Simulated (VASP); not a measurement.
# TiO2 (R-3m) in VASP: further runs, part 2 of 3

VASP 6.6.1. Earlier steps stand in the parts before.

## 5. Single point, PBEsol

File INCAR:

```
ALGO = Normal
EDIFF = 1E-6
ENCUT = 520
GGA = PS
ISIF = 2
ISMEAR = 0
LASPH = True
LCHARG = True
LELF = True
LREAL = False
LVHAR = True
LWAVE = False
NBANDS = 19
NELM = 60
PREC = Accurate
SIGMA = 0.01
```

File KPOINTS:

```
k-points
0
Gamma
  6 6 6
```

File POSCAR:

```
TiO2
1.0
    1.4973310000      0.8644850000      6.9815440000
   -1.4973310000      0.8644850000      6.9815440000
    0.0000000000     -1.7289690000      6.9815440000
Ti O
1 2
Direct
    0.0000000000      0.0000000000      0.0000000000
    0.6204670000      0.6204670000      0.6204670000
    0.3795330000      0.3795330000      0.3795330000
```

Potentials or basis: VASP PAW PBE potentials, release 64 (Ti_sv, O).

The run is started by

```console
cat potpaw_PBE.64/Ti_sv/POTCAR potpaw_PBE.64/O/POTCAR > POTCAR
mpirun -np 1 vasp_std > vasp.out
```

OUTCAR:

```text
EDIFF = 1E-6
   ENCUT = 520
   GGA = PS
   ISIF = 2
   ISMEAR = 0
   LASPH = True
   LREAL = False
   NELM = 60
   PREC = Accurate

 ion  position               nearest neighbor table
   1  0.000  0.000  0.000-   2 1.98   2 1.98   3 1.98   3 1.98   2 1.98   3 1.98
   2  0.620  0.620  0.620-   1 1.98   1 1.98   1 1.98
   3  0.380  0.380  0.380-   1 1.98   1 1.98   1 1.98

  LATTYP: Found a trigonal (rhomboedric) cell.
 ALAT       =     7.1924468064
 COS(alpha) =     0.9133212835

  Lattice vectors:

 A1 = (   1.4973310000,   0.8644850000,   6.9815440000)
 A2 = (  -1.4973310000,   0.8644850000,   6.9815440000)
 A3 = (   0.0000000000,  -1.7289690000,   6.9815440000)

Analysis of symmetry for initial positions (statically):
=====================================================================
 Subroutine PRICEL returns:
 Original cell was already a primitive cell.

 Routine SETGRP: Setting up the symmetry group for a
 trigonal (rhombohedral) supercell.

 Subroutine GETGRP returns: Found 12 space group operations
 (whereof 12 operations were pure point group operations)
 out of a pool of 12 trial point group operations.

The static configuration has the point symmetry D_3d.

Analysis of symmetry for dynamics (positions and initial velocities):
=====================================================================
 Subroutine PRICEL returns:
 Original cell was already a primitive cell.

 Routine SETGRP: Setting up the symmetry group for a
 trigonal (rhombohedral) supercell.

 Subroutine GETGRP returns: Found 12 space group operations
 (whereof 12 operations were pure point group operations)
 out of a pool of 12 trial point group operations.

The dynamic configuration has the point symmetry D_3d.

 Subroutine INISYM returns: Found 12 space group operations
 (whereof 12 operations are pure point group operations),
 and found     1 'primitive' translations

----------------------------------------------------------------------------------------

                                     Primitive cell

  volume of cell :      54.2223

  direct lattice vectors                    reciprocal lattice vectors
     1.497331000  0.864485000  6.981544000     0.333927502  0.192793086  0.047744921
    -1.497331000  0.864485000  6.981544000    -0.333927502  0.192793086  0.047744921
     0.000000000 -1.728969000  6.981544000     0.000000000 -0.385586172  0.047744949

  length of vectors
     7.192446806  7.192446806  7.192446762     0.388530987  0.388530987  0.388530920

  position of ions in fractional coordinates (direct lattice)
     0.000000000  0.000000000  0.000000000
     0.620467000  0.620467000  0.620467000
     0.379533000  0.379533000  0.379533000

  ion indices of the primitive-cell ions
   primitive index   ion index
                 1           1
                 2           2
                 3           3

----------------------------------------------------------------------------------------

 KPOINTS: k-points

Automatic generation of k-mesh.
 Grid dimensions read from file:
 generate k-points for:    6    6    6

 Generating k-lattice:

  Cartesian coordinates                     Fractional coordinates (reciprocal lattice)
     0.055654584  0.032132181  0.007957487     0.166666667 -0.000000000  0.000000000
    -0.055654584  0.032132181  0.007957487    -0.000000000  0.166666667  0.000000000
     0.000000000 -0.064264362  0.007957491     0.000000000  0.000000000  0.166666667

  Length of vectors
     0.064755165  0.064755165  0.064755153

  Shift w.r.t. Gamma in fractional coordinates (k-lattice)
     0.000000000  0.000000000  0.000000000

 Subroutine IBZKPT returns following result:
 ===========================================

 Found     32 irreducible k-points:

 Following reciprocal coordinates:
            Coordinates               Weight
  0.000000  0.000000  0.000000      1.000000
  0.166667  0.000000 -0.000000      6.000000
  0.333333  0.000000 -0.000000      6.000000
  0.500000  0.000000 -0.000000      3.000000
  0.166667  0.166667  0.000000      6.000000
  0.333333  0.166667 -0.000000     12.000000
[... 16 lines left out ...]
  0.500000  0.500000  0.166667      6.000000
 -0.333333  0.500000  0.166667     12.000000
 [... further k-points ...]
   k-points           NKPTS =     32   k-points in BZ     NKDIM =     32   number of bands    NBANDS=     19
   number of dos      NEDOS =    301   number of ions     NIONS =      3
   total plane-waves  NPLWV = 157464
   dimension x,y,z NGX =    54 NGY =   54 NGZ =   54
   dimension x,y,z NGXF=   108 NGYF=  108 NGZF=  108
   ions per type =               1   2
   NGX,Y,Z   is equivalent  to a cutoff of  12.48, 12.48, 12.48 a.u.
   NGXF,Y,Z  is equivalent  to a cutoff of  24.96, 24.96, 24.96 a.u.
 SYSTEM =  unknown system
   PREC   = accura    normal or accurate (medium, high low for compatibility)
   ISTART =      0    job   : 0-new  1-cont  2-samecut
   ICHARG =      2    charge: 1-file 2-atom 10-const
   ISPIN  =      1    spin polarized calculation?
   LNONCOLLINEAR =      F non collinear calculations
   LSORBIT =      F    spin-orbit coupling
   LASPH  =      T    aspherical Exc in radial PAW
   ENCUT  =  520.0 eV  38.22 Ry    6.18 a.u.  13.37 13.37 13.37*2*pi/ulx,y,z
   NELM   =     60;   NELMIN=  2; NELMDL= -5     # of ELM steps
   EDIFF  = 0.1E-05   stopping-criterion for ELM
   LREAL  =      F    real-space projection
   EDIFFG = 0.1E-04   stopping-criterion for IOM
   NSW    =      0    number of steps for IOM
   IBRION =     -1    ionic relax: 0-MD 1-quasi-New 2-CG
   NFREE  =      0    steps in history (QN), initial steepest desc. (CG)
   ISIF   =      2    stress and relaxation
   ISYM   =      2    0-nonsym 1-usesym 2-fastsym
   POTIM  = 0.5000    time-step for ionic-motion
   TEBEG  =    0.0;   TEEND  =   0.0 temperature during run
   PSTRESS=    0.0 pullay stress
   NELECT =      24.0000    total number of electrons
   NUPDOWN=      -1.0000    fix difference up-down
   EMIN   =  10.00;   EMAX   =-10.00  energy-range for DOS
   EFERMI =   0.00;   METHOD = LEGACY
   ISMEAR =     0;   SIGMA  =   0.01  broadening in eV -4-tet -1-fermi 0-gaus
   EFERMI_NEDOS =   21; number of points for ismear=-14 and -15
   IALGO  =     38    algorithm
   IMIX   =      4    mixing-type and parameters
     AMIX     =   0.40;   BMIX     =  1.00
     AMIX_MAG =   1.60;   BMIX_MAG =  1.00
  volume/ion in A,a.u.               =      18.07       121.97
  Fermi-wavevector in a.u.,A,eV,Ry     =   1.247630  2.357680 21.178580  1.556582
  Thomas-Fermi vector in A             =   2.381754
   LORBIT       =      0    0 simple, 1 ext, 2 COOP (PROOUT), +10 PAW based schemes
   GGA     = PS    functional components
   LHFCALC =     F    Hartree Fock is set to
   AEXX    =    0.0000 exact exchange contribution
   IVDW    =     0    specifies the selected vdW correction
   LEPSILON=     F    determine dielectric tensor
   LRPA    =     F    only Hartree local field effects (RPA)
 non-spin polarized calculation
 Gauss-broadening in eV      SIGMA  =   0.01
  energy-cutoff  :      520.00
  volume of cell :       54.22
 maximum number of plane-waves:      1507
 NGX is ok and might be reduce to    54
   NGX = 27   NGY = 27   NGZ = 27

 number of electron      24.0000006 magnetization

 Free energy of the ion-electron system (eV)
  ---------------------------------------------------
  ext. energy  EPLUGINS =         0.00000000
  ---------------------------------------------------
  free energy    TOTEN  =       -27.63014995 eV

  energy without entropy =      -27.63014995  energy(sigma->0) =      -27.63014995

 E-fermi :  -1.0316     XC(G=0):  -7.7380

 val. band max:       -1.1916661764   @ k =  -0.1667   0.1667   0.0000
 cond. band min:       1.4596807640   @ k =   0.0000   0.0000   0.0000
 fundamental gap:      2.6513469404
 Fermi energy:        -1.0316095014

 k-point     1 :       0.0000    0.0000    0.0000
  band No.  band energies     occupation
      1     -57.3075      2.00000
      2     -33.6794      2.00000
      3     -33.3981      2.00000
      4     -33.3981      2.00000
      5     -18.5065      2.00000
      6     -16.7237      2.00000
[... 11 lines left out ...]
     18       5.9253      0.00000
     19       9.0725      0.00000
[... 485 lines left out ...]
 k-point    24 :      -0.3333    0.5000    0.1667
  band No.  band energies     occupation
      1     -57.2364      2.00000
      2     -33.9002      2.00000
      3     -33.5940      2.00000
      4     -33.5478      2.00000
      5     -17.4222      2.00000
      6     -17.0498      2.00000
[... 11 lines left out ...]
     18      10.2121      0.00000
     19      11.8424      0.00000

 [... further k-points ...]
[... 5 lines left out ...]
  --------------------------------------------------------------------------------------
  -------------------------------------------------------------------------------------
  Total       -1.5641228     -1.5641236     -0.7978428      0.0000000     -0.0000000      0.0000000
  in kB      -46.2171967    -46.2172192    -23.5749110      0.0000000     -0.0000011      0.0000000
  external PRESSURE =     -38.6697756 kB  Pullay stress =       0.0000000 kB

 VOLUME and BASIS-vectors are now :
 -----------------------------------------------------------------------------
  energy-cutoff  :      520.00
  volume of cell :       54.22
      direct lattice vectors                 reciprocal lattice vectors
     1.497331000  0.864485000  6.981544000     0.333927502  0.192793086  0.047744921
    -1.497331000  0.864485000  6.981544000    -0.333927502  0.192793086  0.047744921
     0.000000000 -1.728969000  6.981544000     0.000000000 -0.385586172  0.047744949

 POSITION                                       TOTAL-FORCE (eV/Angst)
 -----------------------------------------------------------------------------------
      0.00000      0.00000      0.00000         0.000000      0.000000      0.000000
      0.00000      0.00000     12.99545         0.000000      0.000000      0.386646
      0.00000      0.00000      7.94918         0.000000     -0.000000     -0.386646
 -----------------------------------------------------------------------------------
    total drift:                               -0.000000     -0.000000     -0.000000

  FREE ENERGIE OF THE ION-ELECTRON SYSTEM (eV)
  ---------------------------------------------------
  free  energy   TOTEN  =       -27.6301499495 eV

  energy  without entropy=      -27.6301499495  energy(sigma->0) =      -27.63014995
```

OSZICAR:

```text
N       E                     dE             d eps       ncg     rms          rms(c)
DAV:   1     0.268327541313E+03    0.26833E+03   -0.12527E+04  1216   0.130E+03
DAV:   2    -0.808867874346E+01   -0.27642E+03   -0.26371E+03  1436   0.376E+02
DAV:   3    -0.342476110533E+02   -0.26159E+02   -0.25973E+02  1402   0.127E+02
DAV:   4    -0.355582713197E+02   -0.13107E+01   -0.13085E+01  1877   0.248E+01
DAV:   5    -0.355824934762E+02   -0.24222E-01   -0.24218E-01  1401   0.325E+00    0.217E+01
DAV:   6    -0.284690792115E+02    0.71134E+01   -0.40784E+01  1448   0.747E+01    0.963E+00
DAV:   7    -0.278375278106E+02    0.63155E+00   -0.11083E+01  1358   0.299E+01    0.699E+00
DAV:   8    -0.276560436431E+02    0.18148E+00   -0.16921E+00  1240   0.150E+01    0.190E+00
DAV:   9    -0.276640552803E+02   -0.80116E-02   -0.14916E-01  1519   0.314E+00    0.180E+00
DAV:  10    -0.276324759789E+02    0.31579E-01   -0.81548E-02  1294   0.327E+00    0.716E-01
DAV:  11    -0.276299516800E+02    0.25243E-02   -0.20868E-02  1382   0.158E+00    0.137E-01
DAV:  12    -0.276302676214E+02   -0.31594E-03   -0.39081E-03  1225   0.826E-01    0.158E-01
DAV:  13    -0.276301732710E+02    0.94350E-04   -0.77934E-04  1216   0.254E-01    0.324E-02
DAV:  14    -0.276301663778E+02    0.68932E-05   -0.11072E-04  1457   0.103E-01    0.424E-02
DAV:  15    -0.276301505177E+02    0.15860E-04   -0.91549E-05  1231   0.115E-01    0.818E-03
DAV:  16    -0.276301499495E+02    0.56815E-06   -0.62817E-06  1407   0.268E-02
   1 F= -.27630150E+02 E0= -.27630150E+02  d E =-.864904-115
```

stdout:

```text
POSCAR found type information on POSCAR TiO
 POSCAR found :  2 types and       3 ions
 scaLAPACK will be used
 -----------------------------------------------------------------------------
|                                                                             |
|                                                                             |
|     You enforced a specific xc type in the INCAR file but a different       |
|     I HOPE YOU KNOW WHAT YOU ARE DOING!                                     |
|                                                                             |
 -----------------------------------------------------------------------------

 LDA part: xc-table for (Slater+PW92), standard interpolation
 POSCAR, INCAR and KPOINTS ok, starting setup
 FFT: planning ... GRIDC
 FFT: planning ... GRID_SOFT
 FFT: planning ... GRID
 WAVECAR not read
 entering main loop
```

Run time: 2.2 min. Hardware: 1 thread of Intel Xeon Platinum 8488C (Sapphire Rapids), shared host; peak memory 0.38 GiB.

What came out:

| Item | Value |
| --- | --- |
| Free energy | -27.6301 eV |
| Pressure | -3.9 GPa |
| Largest force | 0.387 eV/Å |
| Band gap on the k mesh | 2.65 eV, indirect (least direct gap 2.83 eV) |

Forces in eV/Å, atoms in the order of the input:
```
Ti   0.000  0.000  0.000
O    0.000  0.000  0.387
O    0.000  0.000 -0.387
```

Stress tensor (GPa, compression positive):
```
-4.62  0.00  0.00
 0.00 -4.62  0.00
 0.00  0.00 -2.36
```

Levels at points of the mesh, in eV from the valence-band top:
```tsv
k point	band 10	band 11	band 12	band 13	band 14	band 15
(0.00, 0.00, 0.00)	-0.61	-0.17	-0.17	2.65	2.65	4.36
(0.50, 0.00, 0.00)	-1.67	-1.21	-0.64	2.90	3.70	3.77
(0.50, 0.50, 0.00)	-1.68	-1.21	-0.63	2.90	3.70	3.76
(0.50, 0.50, 0.50)	-0.67	-0.17	-0.17	2.65	2.65	4.37
```

Caveat: the PAW data sets were made with another functional, which shifts forces and pressure a little.

[end of part 2 of 3]
